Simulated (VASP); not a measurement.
Here is a VASP 6.6.1 calculation.

INCAR

```
ALGO     = Normal         # electronic algorithm
EDIFF    = 1E-6           # SCF threshold, eV
ENCUT    = 500            # plane-wave cutoff, eV
GGA      = PS             # functional
GGA_COMPAT= F            
ISIF     = 2              # what is computed and relaxed
ISMEAR   = -1             # smearing method
LASPH    = T              # aspherical terms in the spheres
LCHARG   = F              # write CHGCAR
LREAL    = F              # projectors in reciprocal space
LWAVE    = F              # write WAVECAR
NBANDS   = 15             # bands
NELM     = 120            # most SCF steps
PREC     = Accurate       # precision mode
SIGMA    = 0.02           # smearing width, eV
```

File KPOINTS:

```
k-points
0
Gamma
  7 7 7
```

POSCAR

```
RbCl
1.0
    0.0000000000      3.2956827511      3.2956827511
    3.2956827511      0.0000000000      3.2956827511
    3.2956827511      3.2956827511      0.0000000000
Rb Cl
1 1
Direct
    0.0000000000      0.0000000000      0.0000000000
    0.5000000000      0.5000000000      0.5000000000
```

Potentials or basis: VASP PAW PBE potentials, release 64 (Rb_sv, Cl).

Command:

```console
$ cat potpaw_PBE.64/Rb_sv/POTCAR potpaw_PBE.64/Cl/POTCAR > POTCAR
$ mpirun -np 1 vasp_std > vasp.out
```

**Question.** Predict the pressure.

**Answer.** -0.3 GPa.

**Question.** What does it give for the band gap on the k mesh?

**Answer.** 4.83 eV, direct.

Caveat: the PAW data sets were made with another functional, which shifts forces and pressure a little. A k mesh can miss the band edges.
